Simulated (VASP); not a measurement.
# LiH (Fm-3m) in VASP: a series of runs, part 2 of 2

VASP 6.6.1. The steps go on from the part before.

## (3) Relaxation of cell and atoms, PBEsol, target pressure 20 GPa, at which the enthalpy is minimised

File INCAR:

```
ALGO = Normal
EDIFF = 1E-7
EDIFFG = -0.005
ENCUT = 600
GGA = PS
IBRION = 2
ISIF = 3
ISMEAR = -1
LASPH = True
LCHARG = False
LREAL = False
LWAVE = False
NELM = 80
NSW = 80
PREC = Accurate
PSTRESS = 200.0
SIGMA = 0.05
```

File KPOINTS:

```
k-points
0
Gamma
  11 11 11
```

File POSCAR:

```
LiH
1.0
    0.0000000000      2.0367500000      2.0367500000
    2.0367500000      0.0000000000      2.0367500000
    2.0367500000      2.0367500000      0.0000000000
Li H
1 1
Direct
    0.0000000000      0.0000000000      0.0000000000
    0.5000000000      0.5000000000      0.5000000000
```

Potentials or basis: VASP PAW PBE potentials, release 64 (Li_sv, H).

Run with:

```sh
cat potpaw_PBE.64/Li_sv/POTCAR potpaw_PBE.64/H/POTCAR > POTCAR
mpirun -np 1 vasp_std > vasp.out
```

Wall time 35 s (1 thread of AMD EPYC 7R43 (Zen 3), shared host); peak memory 0.09 GiB.

It converged, with:

| Item | Value |
| --- | --- |
| Free energy | -5.9170 eV |
| Relaxed volume | 5.75 Å³/atom |
| Relaxed cell | a = 2.533 Å, b = 2.533 Å, c = 2.533 Å, α = 60.00°, β = 60.00°, γ = 60.00° |
| Space group after relaxing (to 0.05 Å) | Fm-3m (No. 225) |
| Energy change on relaxing (the enthalpy is what falls) | +98.2 meV/atom |
| Ionic steps | 5 |
| Pressure after relaxing | 19.9 GPa |
| Band gap on the k mesh | 2.63 eV, direct |

The path:
```csv
step,energy change (eV),largest force (eV/Å),pressure (GPa),volume (Å³)
1,0.0000,0.0000,-2.44,16.90
2,0.0103,0.0000,4.55,14.17
3,0.1212,0.0000,14.54,12.20
4,0.2086,0.0000,20.73,11.40
5,0.1964,0.0000,19.90,11.50
```

Final structure:
```xyz
2
Lattice="0.0000 1.7913 1.7913 1.7913 0.0000 1.7913 1.7913 1.7913 0.0000" Properties=species:S:1:pos:R:3 pbc="T T T"
Li    0.0000    0.0000    0.0000
H     1.7913    1.7913    1.7913
```

Levels at points of the mesh, in eV from the valence-band top:
```tsv
k point	band 1	band 2	band 3	band 4	band 5
(0.00, 0.00, 0.00)	-43.58	-6.79	21.09	21.44	21.44
```

Caveat: the cutoff is under 1.25 times the usual one of these potentials, so pressure, stress and relaxed cells hold a basis-set (Pulay) error; the cell is relaxed towards a set pressure, so the enthalpy falls and the energy may rise; the volume moved by over 15 % at a fixed basis, so the end points are rough; the PAW data sets were made with another functional, which shifts forces and pressure a little.

## (4) Relaxation of cell and atoms, PBEsol, target pressure 30 GPa, at which the enthalpy is minimised

File INCAR:

```
  ALGO = Normal
  EDIFF = 1E-7
  EDIFFG = -0.005
  ENCUT = 600
  GGA = PS
  IBRION = 2
  ISIF = 3
  ISMEAR = -1
  LASPH = T
  LCHARG = F
  LREAL = F
  LWAVE = F
  NELM = 100
  NSW = 80
  PREC = Accurate
  PSTRESS = 300.0
  SIGMA = 0.05
```

KPOINTS is that of step 3.

POSCAR is that of step 3.

Run with:

```sh
cat potpaw_PBE.64/Li_sv/POTCAR potpaw_PBE.64/H/POTCAR > POTCAR
mpirun -np 1 vasp_std > vasp.out
```

Run time: 71 s. Hardware: 1 thread of AMD EPYC 7R43 (Zen 3), shared host; peak memory 0.09 GiB.

The run converged. Its results:

```
Free energy                                            : -5.7617 eV
Relaxed volume                                         : 5.24 Å³/atom
Relaxed cell                                           : a = 2.457 Å, b = 2.457 Å, c = 2.457 Å, α = 60.00°, β = 60.00°, γ = 60.00°
Space group after relaxing (to 0.05 Å)                 : Fm-3m (No. 225)
Energy change on relaxing (the enthalpy is what falls) : +175.9 meV/atom
Ionic steps                                            : 20
Pressure after relaxing                                : 30.1 GPa
Band gap on the k mesh                                 : 2.50 eV, direct
```

Step by step:
```csv
step,energy change (eV),largest force (eV/Å),pressure (GPa),volume (Å³)
1,0.0000,0.0000,-2.44,16.90
2,0.0581,0.0000,9.47,13.05
3,0.2417,0.0000,22.96,11.16
4,0.3632,0.0000,30.83,10.43
5,0.3426,0.0000,29.52,10.54
6,0.3426,0.0000,29.52,10.54
7,0.3428,0.0000,29.53,10.54
8,0.3428,0.0000,29.53,10.54
9,0.3428,0.0000,29.53,10.54
10,0.3428,0.0000,29.53,10.54
11,0.3428,0.0000,29.53,10.54
12,0.3428,0.0000,29.53,10.54
13,0.3428,0.0000,29.54,10.54
14,0.3429,0.0000,29.54,10.54
15,0.3430,0.0000,29.54,10.54
16,0.3433,0.0000,29.57,10.53
17,0.3439,0.0000,29.60,10.53
18,0.3450,0.0000,29.68,10.53
19,0.3472,0.0000,29.82,10.51
20,0.3517,0.0000,30.10,10.49
```

Final structure:
```yaml
crystal:
  lattice:
    - [0.00000, 1.73745, 1.73745]
    - [1.73745, 0.00000, 1.73745]
    - [1.73745, 1.73745, 0.00000]
  atoms:
    - { symbol: Li, position: [0.00000, 0.00000, 0.00000] }
    - { symbol: H, position: [0.50000, 0.50000, 0.50000] }
```

Levels at points of the mesh, in eV from the valence-band top:
| k point | band 1 | band 2 | band 3 | band 4 | band 5 |
| --- | --- | --- | --- | --- | --- |
| (0.00, 0.00, 0.00) | -43.66 | -7.14 | 22.53 | 22.53 | 22.53 |

Caveat: the cutoff is under 1.25 times the usual one of these potentials, so pressure, stress and relaxed cells hold a basis-set (Pulay) error; the cell is relaxed towards a set pressure, so the enthalpy falls and the energy may rise; the volume moved by over 15 % at a fixed basis, so the end points are rough; the PAW data sets were made with another functional, which shifts forces and pressure a little.

## (5) Single point, LDA (volume scaled by 0.94)

File INCAR:

```
PREC = Accurate
ENCUT = 520
EDIFF = 1E-6
ISMEAR = -1
SIGMA = 0.05
LREAL = F
LASPH = T
NELM = 80
ALGO = Normal
ISIF = 2
LWAVE = F
LCHARG = T
GGA = CA
LELF = T
LVHAR = T
NBANDS = 9
```

File KPOINTS:

```
regular mesh
0
Gamma
  11 11 11
```

File POSCAR:

```
LiH
1.0
    0.0000000000      1.9951720069      1.9951720069
    1.9951720069      0.0000000000      1.9951720069
    1.9951720069      1.9951720069      0.0000000000
Li H
1 1
Direct
    0.0000000000      0.0000000000      0.0000000000
    0.5000000000      0.5000000000      0.5000000000
```

Potentials or basis: VASP PAW LDA potentials, release 64 (Li_sv, H).

Run with:

```sh
cat potpaw_LDA.64/Li_sv/POTCAR potpaw_LDA.64/H/POTCAR > POTCAR
mpirun -np 1 vasp_std > vasp.out
```

Wall time 5.7 s (1 thread of Intel Xeon Platinum 8175M at 2.50GHz (Skylake/Cascade Lake), shared host); peak memory 0.12 GiB.

Results (log left out):

| Item | Value |
| --- | --- |
| Free energy | -6.4895 eV |
| Band gap on the k mesh | 2.80 eV, direct |

Levels at points of the mesh, in eV from the valence-band top:
```tsv
k point	band 1	band 2	band 3	band 4	band 5
(0.00, 0.00, 0.00)	-43.41	-5.56	16.36	17.59	17.59
```

Caveat: the cell differs from its parent crystal (volume scaled by 0.94); the cutoff is under 1.25 times the usual one of these potentials, so pressure, stress and relaxed cells hold a basis-set (Pulay) error. A k mesh can miss the band edges.

## (6) Overview

```csv
task,level,potentials or basis,cell,cutoff (eV),gap on the mesh (eV),pressure (GPa)
relaxation of cell and atoms,PBEsol,"VASP PAW PBE potentials, release 64 (Li_sv, H)","relaxed to 10 GPa from a = 2.880 Å, angles 60.0°, 2 atoms",600,2.77,10.0
relaxation of cell and atoms,PBEsol,"VASP PAW PBE potentials, release 64 (Li_sv, H)","relaxed to 20 GPa from a = 2.880 Å, angles 60.0°, 2 atoms",600,2.63,19.9
relaxation of cell and atoms,PBEsol,"VASP PAW PBE potentials, release 64 (Li_sv, H)","relaxed to 30 GPa from a = 2.880 Å, angles 60.0°, 2 atoms",600,2.50,30.1
single point,LDA,"VASP PAW LDA potentials, release 64 (Li_sv, H)","a = 2.822 Å, angles 60.0°, 2 atoms",520,2.80,-
```

Alike in all rows: no spin polarisation; k mesh 11 × 11 × 11; smearing fermi-dirac 0.05 eV.

Caveats: the cutoff is under 1.25 times the usual one of these potentials, so pressure, stress and relaxed cells hold a basis-set (Pulay) error; the cell is relaxed towards a set pressure, so the enthalpy falls and the energy may rise (some runs); the volume moved by over 15 % at a fixed basis, so the end points are rough (some runs); the PAW data sets were made with another functional, which shifts forces and pressure a little (some runs).

Absolute energies hang on the potentials; compare differences alone.
